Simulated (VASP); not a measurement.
Set up this calculation in VASP 6.6.1, as the native input.

```
Task                   : single point
Functional             : PBE
Potentials or basis    : VASP PAW PBE potentials, release 64 (Sr_sv, Cu, H)
Cutoff                 : 520 eV
k mesh                 : 12 × 12 × 6
Occupations            : gaussian, width 0.1 eV
Spin                   : no spin polarisation
Dipole correction      : no
Further INCAR settings : ALGO = Fast; EDIFF = 1e-07; NBANDS = 30
```

The structure of Sr3CuH2 lies in POSCAR:

```
Sr3CuH2
1.0
    5.4602701645      0.0000000000      0.0000000000
   -2.7301350822      4.7287326740      0.0000000000
    0.0000000000      0.0000000000      7.1162934958
Sr Cu H
3 1 2
Direct
    0.3333333333      0.6666666667      0.5000000000
    0.6666666667      0.3333333333      0.0000000000
    0.6666666667      0.3333333333      0.5000000000
    0.3333333333      0.6666666667      0.0000000000
    0.0000000000      0.0000000000      0.3455200527
    0.0000000000      0.0000000000      0.6544799473
```

The cell was generated, and may not be a known phase.

The input as run:

INCAR

```
SYSTEM = Sr3CuH2
ALGO = Fast
EDIFF = 1E-7
ENCUT = 520
GGA = PE
ISIF = 2
ISMEAR = 0
LASPH = .True.
LCHARG = .False.
LREAL = .False.
LWAVE = .False.
NBANDS = 30
NELM = 100
PREC = Accurate
SIGMA = 0.1
```

KPOINTS

```
k-points
0
Gamma
  12 12 6
  0 0 0
```

Potentials or basis: VASP PAW PBE potentials, release 64 (Sr_sv, Cu, H).

The run is started by

```bash
$ cat potpaw_PBE.64/Sr_sv/POTCAR potpaw_PBE.64/Cu/POTCAR potpaw_PBE.64/H/POTCAR > POTCAR
$ mpirun -np 1 vasp_std > vasp.out
```

Results of the run:

```
Pressure               : 0.0 GPa
Band gap on the k mesh : zero (an odd number of electrons rules out a gap without spin polarisation)
```

It took 19 min on 1 thread of Oxide Virtual Turin-like Processor, on a shared host, peak memory 0.54 GiB.
